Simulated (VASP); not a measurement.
A run of VASP 6.6.1:

File INCAR:

```
SYSTEM = CoSi2
  PREC = Accurate
  ENCUT = 520
  EDIFF = 1E-6
  ISMEAR = -5
  SIGMA = 0.05
  LREAL = .False.
  LASPH = .True.
  NELM = 150
  ALGO = Normal
  ISIF = 2
  LWAVE = .False.
  LCHARG = .True.
  ISPIN = 2
  MAGMOM = 4 0 0
  LORBIT = 11
  NUPDOWN = 4.0
  LMAXMIX = 4
  GGA = B5
  ALDAX = 1.0
  AGGAX = 1.0
  AGGAC = 1.0
  ALDAC = 0.0
  IVDW = 13
  VDW_S6 = 1.0
  VDW_S8 = 2.34076671
  VDW_A1 = 0.44488865
  VDW_A2 = 4.0933009
  LELF = .True.
  LVHAR = .True.
  NBANDS = 20
```

Contents of KPOINTS:

```
Automatic mesh
0
Gamma
  9 9 9
  0 0 0
```

File POSCAR:

```
CoSi2
1.0
    0.0000000000      2.6780000000      2.6780000000
    2.6780000000      0.0000000000      2.6780000000
    2.6780000000      2.6780000000      0.0000000000
Co Si
1 2
Direct
    0.0000000000      0.0000000000      0.0000000000
    0.7500000000      0.7500000000      0.7500000000
    0.2500000000      0.2500000000      0.2500000000
```

Potentials or basis: VASP PAW PBE potentials, release 64 (Co, Si).

Command:

```sh
$ cat potpaw_PBE.64/Co/POTCAR potpaw_PBE.64/Si/POTCAR > POTCAR
$ mpirun -np 1 vasp_std > vasp.out
```

Hardware: 1 thread of AMD EPYC 7R43 64-Core Processor (Zen 3), on a shared host.

**Question.** How long does it take, and how much memory?

**Answer.** Run time: 2.2 min on 1 thread of AMD EPYC 7R43 64-Core Processor (Zen 3) (shared host), peak memory 0.15 GiB. Counts: scf iterations 16, k points 35.
